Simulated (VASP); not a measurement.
# ZnCd2Te2 in VASP: relaxation of the atoms with PBE

Aim: the relaxation of the atoms of ZnCd2Te2 with PBE.

Program: VASP 6.6.1. These are calculated values, not measurements. Logs are shortened: lines on timing, memory, paths and dates and some standing lists are left out, and cuts for length are marked.

**1. The cell of the first run**

The cell holds a slab with vacuum, 5 atoms: a = 4.679 Å, b = 4.679 Å, c = 20.081 Å, α = 90.00°, β = 90.00°, γ = 120.00°.

**2. Relaxation of the atoms, PBE**

INCAR

```
SYSTEM = ZnCd2Te2
ALGO = Normal
DIPOL = 0.5 0.5 0.370
EDIFF = 1E-6
EDIFFG = -0.025
ENCUT = 520
GGA = PE
IBRION = 2
IDIPOL = 3
ISIF = 2
ISMEAR = 0
LASPH = .True.
LCHARG = .False.
LDIPOL = .True.
LREAL = .False.
LWAVE = .False.
NELM = 60
NSW = 36
PREC = Accurate
SIGMA = 0.05
```

KPOINTS

```
k-points
0
Gamma
  6 6 1
  0 0 0
```

POSCAR

```
ZnCd2Te2
1.0
    4.6794578583      0.0000000000      0.0000000000
   -2.3397289292      4.0525293813      0.0000000000
    0.0000000000      0.0000000000     20.0807280860
Te Cd Zn
2 2 1
Selective dynamics
Direct
    0.0000000000      0.0000000000      0.1991959646  F F F
    0.3333333333      0.6666666667      0.4037116126  F F F
    0.3333333333      0.6666666667      0.2467634796  F F F
    0.6666666667      0.3333333333      0.4273116019  F F F
    1.3333333333      0.6666666667      0.5737206359  F F T
```

Potentials or basis: VASP PAW PBE potentials, release 64 (Te, Cd, Zn).

Started as:

```bash
$ cat potpaw_PBE.64/Te/POTCAR potpaw_PBE.64/Cd/POTCAR potpaw_PBE.64/Zn/POTCAR > POTCAR
$ mpirun -np 1 vasp_std > vasp.out
```

OUTCAR:

```text
SYSTEM = ZnCd2Te2
   EDIFF = 1E-6
   EDIFFG = -0.025
   ENCUT = 520
   GGA = PE
   IBRION = 2
   ISIF = 2
   ISMEAR = 0
   LASPH = .True.
   LREAL = .False.
   NELM = 60
   NSW = 36
   PREC = Accurate

 ion  position               nearest neighbor table
   1  0.000  0.000  0.199-   3 2.87   3 2.87   3 2.87
   2  0.333  0.667  0.404-   4 2.74   4 2.74   4 2.74   3 3.15
   3  0.333  0.667  0.247-   1 2.87   1 2.87   1 2.87   2 3.15
   4  0.667  0.333  0.427-   2 2.74   2 2.74   2 2.74
   5  0.333  0.667  0.574-

  LATTYP: Found a hexagonal cell.
 ALAT       =     4.6794578583
 C/A-ratio  =     4.2912509727

  Lattice vectors:

 A1 = (   4.6794578583,   0.0000000000,   0.0000000000)
 A2 = (  -2.3397289292,   4.0525293813,   0.0000000000)
 A3 = (   0.0000000000,   0.0000000000,  20.0807280860)

Analysis of symmetry for initial positions (statically):
=====================================================================
 Subroutine PRICEL returns:
 Original cell was already a primitive cell.

 Routine SETGRP: Setting up the symmetry group for a
 hexagonal supercell.

 Subroutine GETGRP returns: Found  6 space group operations
 (whereof  6 operations were pure point group operations)
 out of a pool of 24 trial point group operations.

The static configuration has the point symmetry C_3v.

Analysis of symmetry for dynamics (positions and initial velocities):
=====================================================================
 Subroutine PRICEL returns:
 Original cell was already a primitive cell.

 Routine SETGRP: Setting up the symmetry group for a
 hexagonal supercell.

 Subroutine GETGRP returns: Found  6 space group operations
 (whereof  6 operations were pure point group operations)
 out of a pool of 24 trial point group operations.

The dynamic configuration has the point symmetry C_3v.

Analysis of constrained symmetry for selective dynamics:
=====================================================================
 Subroutine PRICEL returns:
 Original cell was already a primitive cell.

 Routine SETGRP: Setting up the symmetry group for a
 hexagonal supercell.

 Subroutine GETGRP returns: Found  6 space group operations
 (whereof  6 operations were pure point group operations)
 out of a pool of 24 trial point group operations.

The constrained configuration has the point symmetry C_3v.

 Subroutine INISYM returns: Found  6 space group operations
 (whereof  6 operations are pure point group operations),
 and found     1 'primitive' translations

----------------------------------------------------------------------------------------

                                     Primitive cell

  volume of cell :     380.8037

  direct lattice vectors                    reciprocal lattice vectors
     4.679457858  0.000000000  0.000000000     0.213699969  0.123379735  0.000000000
    -2.339728929  4.052529381  0.000000000     0.000000000  0.246759469  0.000000000
     0.000000000  0.000000000 20.080728086     0.000000000  0.000000000  0.049798991

  length of vectors
     4.679457858  4.679457858 20.080728086     0.246759469  0.246759469  0.049798991

  position of ions in fractional coordinates (direct lattice)
     0.000000000  0.000000000  0.199195965
     0.333333333  0.666666667  0.403711613
     0.333333333  0.666666667  0.246763480
     0.666666667  0.333333333  0.427311602
     0.333333333  0.666666667  0.573720636

  ion indices of the primitive-cell ions
   primitive index   ion index
                 1           1
                 2           2
                 3           3
                 4           4
                 5           5

----------------------------------------------------------------------------------------

 KPOINTS: k-points

Automatic generation of k-mesh.
 Grid dimensions read from file:
 generate k-points for:    6    6    1

 Generating k-lattice:

  Cartesian coordinates                     Fractional coordinates (reciprocal lattice)
     0.035616662  0.020563289  0.000000000     0.166666667  0.000000000  0.000000000
     0.000000000  0.041126578  0.000000000     0.000000000  0.166666667  0.000000000
     0.000000000  0.000000000  0.049798991     0.000000000  0.000000000  1.000000000

  Length of vectors
     0.041126578  0.041126578  0.049798991

  Shift w.r.t. Gamma in fractional coordinates (k-lattice)
     0.000000000  0.000000000  0.000000000

 Subroutine IBZKPT returns following result:
 ===========================================

 Found      7 irreducible k-points:

 Following reciprocal coordinates:
            Coordinates               Weight
  0.000000  0.000000  0.000000      1.000000
  0.166667  0.000000  0.000000      6.000000
  0.333333  0.000000  0.000000      6.000000
  0.500000  0.000000  0.000000      3.000000
  0.166667  0.166667  0.000000      6.000000
  0.333333  0.166667  0.000000     12.000000
  0.333333  0.333333  0.000000      2.000000
   k-points           NKPTS =      7   k-points in BZ     NKDIM =      7   number of bands    NBANDS=     28
   number of dos      NEDOS =    301   number of ions     NIONS =      5
   total plane-waves  NPLWV = 194400
   dimension x,y,z NGX =    36 NGY =   36 NGZ =  150
   dimension x,y,z NGXF=    72 NGYF=   72 NGZF=  300
   ions per type =               2   2   1
   NGX,Y,Z   is equivalent  to a cutoff of  12.79, 12.79, 12.42 a.u.
   NGXF,Y,Z  is equivalent  to a cutoff of  25.58, 25.58, 24.84 a.u.
 SYSTEM =  ZnCd2Te2
   PREC   = accura    normal or accurate (medium, high low for compatibility)
   ISTART =      0    job   : 0-new  1-cont  2-samecut
   ICHARG =      2    charge: 1-file 2-atom 10-const
   ISPIN  =      1    spin polarized calculation?
   LNONCOLLINEAR =      F non collinear calculations
   LSORBIT =      F    spin-orbit coupling
   LASPH  =      T    aspherical Exc in radial PAW
   ENCUT  =  520.0 eV  38.22 Ry    6.18 a.u.   8.70  8.70 37.34*2*pi/ulx,y,z
   NELM   =     60;   NELMIN=  2; NELMDL= -5     # of ELM steps
   EDIFF  = 0.1E-05   stopping-criterion for ELM
   LREAL  =      F    real-space projection
   EDIFFG = -.3E-01   stopping-criterion for IOM
   NSW    =     36    number of steps for IOM
   IBRION =      2    ionic relax: 0-MD 1-quasi-New 2-CG
   NFREE  =      1    steps in history (QN), initial steepest desc. (CG)
   ISIF   =      2    stress and relaxation
   ISYM   =      2    0-nonsym 1-usesym 2-fastsym
   POTIM  = 0.5000    time-step for ionic-motion
   TEBEG  =    0.0;   TEEND  =   0.0 temperature during run
   PSTRESS=    0.0 pullay stress
   NELECT =      48.0000    total number of electrons
   NUPDOWN=      -1.0000    fix difference up-down
   EMIN   =  10.00;   EMAX   =-10.00  energy-range for DOS
   EFERMI =   0.00;   METHOD = LEGACY
   ISMEAR =     0;   SIGMA  =   0.05  broadening in eV -4-tet -1-fermi 0-gaus
   EFERMI_NEDOS =   21; number of points for ismear=-14 and -15
   IALGO  =     38    algorithm
   IMIX   =      4    mixing-type and parameters
     AMIX     =   0.40;   BMIX     =  1.00
     AMIX_MAG =   1.60;   BMIX_MAG =  1.00
  volume/ion in A,a.u.               =      76.16       513.96
  Fermi-wavevector in a.u.,A,eV,Ry     =   0.820833  1.551150  9.167156  0.673767
  Thomas-Fermi vector in A             =   1.931885
   LORBIT       =      0    0 simple, 1 ext, 2 COOP (PROOUT), +10 PAW based schemes
   GGA     = PE    functional components
   LHFCALC =     F    Hartree Fock is set to
   AEXX    =    0.0000 exact exchange contribution
   IVDW    =     0    specifies the selected vdW correction
   LEPSILON=     F    determine dielectric tensor
   LRPA    =     F    only Hartree local field effects (RPA)
 conjugate gradient relaxation of ions
 non-spin polarized calculation
 Gauss-broadening in eV      SIGMA  =   0.05
  energy-cutoff  :      520.00
  volume of cell :      380.80
 maximum number of plane-waves:     10277
 NGX is ok and might be reduce to    36
   NGX = 17   NGY = 17   NGZ = 75

--------------------------------------- Ionic step        1  -------------------------------------------

 number of electron      48.0000000 magnetization

 Free energy of the ion-electron system (eV)
  ---------------------------------------------------
  ext. energy  EPLUGINS =         0.00000000
  ---------------------------------------------------
  free energy    TOTEN  =        -8.70326584 eV

  energy without entropy =       -8.70169865  energy(sigma->0) =       -8.70248225

------------------------ aborting loop because EDIFF is reached ----------------------------------------

  FORCE on cell =-STRESS in cart. coord.  units (eV):
  Direction    XX          YY          ZZ          XY          YZ          ZX
  --------------------------------------------------------------------------------------
  -------------------------------------------------------------------------------------
  Total        0.3953928      0.3953928      0.4829128     -0.0000000      0.0000000     -0.0000000
  in kB        1.6635590      1.6635590      2.0317868     -0.0000000      0.0000000     -0.0000000
  external PRESSURE =       1.7863016 kB  Pullay stress =       0.0000000 kB
[... 180 lines left out ...]
  energy  without entropy=       -8.7585926946  energy(sigma->0) =       -8.75937629

--------------------------------------- Ionic step        6  -------------------------------------------

 number of electron      47.9999979 magnetization

 dipolmoment           0.000000      0.000000     -0.220576 electrons x Angstroem

 Free energy of the ion-electron system (eV)
  ---------------------------------------------------
  ext. energy  EPLUGINS =         0.00000000
  ---------------------------------------------------
  free energy    TOTEN  =        -8.77951338 eV

  energy without entropy =       -8.77794619  energy(sigma->0) =       -8.77872978

 E-fermi :  -1.5293     XC(G=0):  -4.6175

 val. band max:       -1.5292613292   @ k =   0.0000   0.0000   0.0000
 cond. band min:      -1.5292612734   @ k =   0.0000   0.0000   0.0000
 fundamental gap:      0.0000000557
 Fermi energy:        -1.5292613013

 k-point     1 :       0.0000    0.0000    0.0000
  band No.  band energies     occupation
      1     -13.8480      2.00000
      2     -11.7094      2.00000
      3     -11.3350      2.00000
      4     -11.3350      2.00000
      5     -11.0449      2.00000
      6     -11.0448      2.00000
[... 206 lines left out ...]
     27       0.9339      0.00000
     28       1.0132      0.00000

------------------------ aborting loop because EDIFF is reached ----------------------------------------

 vacuum level on the upper side and lower side of the slab       (xc-potential included)        -1.305         0.835

  FORCE on cell =-STRESS in cart. coord.  units (eV):
  Direction    XX          YY          ZZ          XY          YZ          ZX
  --------------------------------------------------------------------------------------
  -------------------------------------------------------------------------------------
  Total        0.3212608      0.3212608     -0.3405412     -0.0000000      0.0000000      0.0000000
  in kB        1.3516591      1.3516591     -1.4327786     -0.0000000      0.0000000      0.0000000
  external PRESSURE =       0.4235132 kB  Pullay stress =       0.0000000 kB

 VOLUME and BASIS-vectors are now :
 -----------------------------------------------------------------------------
  energy-cutoff  :      520.00
  volume of cell :      380.80
      direct lattice vectors                 reciprocal lattice vectors
     4.679457858  0.000000000  0.000000000     0.213699969  0.123379735  0.000000000
    -2.339728929  4.052529381  0.000000000     0.000000000  0.246759469  0.000000000
     0.000000000  0.000000000 20.080728086     0.000000000  0.000000000  0.049798991
[... 11 lines left out ...]
  FREE ENERGIE OF THE ION-ELECTRON SYSTEM (eV)
  ---------------------------------------------------
  free  energy   TOTEN  =        -8.7795133790 eV

  energy  without entropy=       -8.7779461857  energy(sigma->0) =       -8.77872978

 reached required accuracy - stopping structural energy minimisation

 vacuum level on the upper side and lower side of the slab         1.823         4.012
```

It took 3.8 min on 1 thread of Intel Xeon 6975P-C (Granite Rapids), shared host; peak memory 0.53 GiB.

Results:

- Free energy: -8.7795 eV
- Energy gained by relaxing: 15.2 meV/atom
- Ionic steps: 6
- Band gap on the k mesh: zero (filled and empty bands touch)

The path:
```tsv
step	energy change (eV)	largest force on free atoms (eV/Å)	pressure (GPa)
1	0.0000	0.2863	0.18
2	-0.0039	0.2755	0.18
3	-0.0147	0.2456	0.16
4	-0.0326	0.1885	0.13
5	-0.0569	0.1091	0.09
6	-0.0762	0.0218	0.04
```

Final structure:
```xyz
5
Lattice="4.6795 0.0000 0.0000 -2.3397 4.0525 0.0000 0.0000 0.0000 20.0807" Properties=species:S:1:pos:R:3 pbc="T T T"
Te    0.0000    0.0000    4.0000
Te    0.0000    2.7017    8.1068
Cd    0.0000    2.7017    4.9552
Cd    2.3397    1.3508    8.5807
Zn    0.0000    2.7017   12.1561
```

Caveat: spin-orbit coupling is left out, which moves the levels of the heavy elements.
